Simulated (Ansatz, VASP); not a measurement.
# Os: VASP beside Ansatz

```xyz
1
Lattice="0.0000 1.9220 1.9220 1.9220 0.0000 1.9220 1.9220 1.9220 0.0000" Properties=species:S:1:pos:R:3 pbc="T T T"
Os    0.0000    0.0000    0.0000
```

Alike in both runs: task single point; functional PBE; k mesh 10 × 10 × 10; no spin polarisation.

|  | VASP | Ansatz |
| --- | --- | --- |
| version | VASP 6.6.1 | Ansatz 0.2.0 |
| potentials or method | VASP PAW PBE potentials, release 64 (Os), cutoff 600 eV | scalar-relativistic, plane waves, PAW |
| occupations | methfessel-paxton of order 1, width 0.1 eV | methfessel-paxton of order 1 |
| valence electrons in the cell | 8 | 16 |

Ansatz gave:

* gap on the k mesh at the Fermi level (eV): none
* pressure (GPa): 4.2

Problem. Estimate VASP's values.

Solution. gap on the k mesh at the Fermi level (eV): none; pressure (GPa): 4.3.

A gap of «none» marks a metal or a gap that the smearing closes. VASP's potentials hold 8 valence electrons a cell and Ansatz's 16, so a difference there can come from the potentials and not from the codes.

Spin-orbit coupling is off throughout.
